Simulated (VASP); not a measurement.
A run of VASP 6.6.1 is set up as follows.

The input POSCAR:

```
AlPt
1.0
    2.8227735407      0.0000000000      0.0000000000
   -1.4113867703      2.4445935954      0.0000000000
   11.2926964691      6.5198413463     18.1720648620
Al Pt
4 4
Direct
    0.5199004565      0.2599502283      0.0275147598
    0.5100380201      0.2550190101      0.1543459682
    0.5001755837      0.2500877919      0.2811771765
    0.4903131473      0.2451565737      0.4080083849
    0.4903131473      0.2451565737      0.5330083849
    0.5001755837      0.2500877919      0.6561771765
    0.5100380201      0.2550190101      0.7793459682
    0.5199004565      0.2599502283      0.9025147598
```

INCAR.step1

```
SYSTEM = AlPt
PREC = Accurate
ENCUT = 440
ISMEAR = 0
SIGMA = 0.1
LREAL = .False.
LASPH = .True.
NELM = 120
NBANDS = 36
GGA = PE
ALGO = Normal
EDIFF = 1E-5
LWAVE = .True.
LCHARG = .False.
GGA_COMPAT = .False.
```

The input INCAR.step2:

```
SYSTEM = AlPt
PREC = Accurate
ENCUT = 440
EDIFF = 1E-6
ISMEAR = 0
SIGMA = 0.1
LREAL = .False.
LASPH = .True.
NELM = 120
ALGO = Normal
ISIF = 2
LWAVE = .False.
LCHARG = .False.
METAGGA = R2SCAN
LMIXTAU = .True.
NBANDS = 36
ISTART = 1
GGA_COMPAT = .False.
```

KPOINTS

```
regular mesh
0
Gamma
  12 12 2
  0 0 0
```

Potentials or basis: VASP PAW PBE potentials, release 64 (Al, Pt).

Launch:

```sh
$ cat potpaw_PBE.64/Al/POTCAR potpaw_PBE.64/Pt/POTCAR > POTCAR
$ cp INCAR.step1 INCAR
$ mpirun -np 1 vasp_std > vasp.out
$ cp INCAR.step2 INCAR
$ mpirun -np 1 vasp_std > vasp.out
```

(1) What does it give for the band gap on the k mesh?

(2) Predict the largest force.

(3) Predict the pressure.

## Answers

(1) zero (bands 26 and 27 overlap by 1.58 eV).

(2) 2.016 eV/Å.

(3) -3.1 GPa.

Caveat: the PAW data sets were made with another functional, which shifts forces and pressure a little; spin-orbit coupling is left out, which moves the levels of the heavy elements.
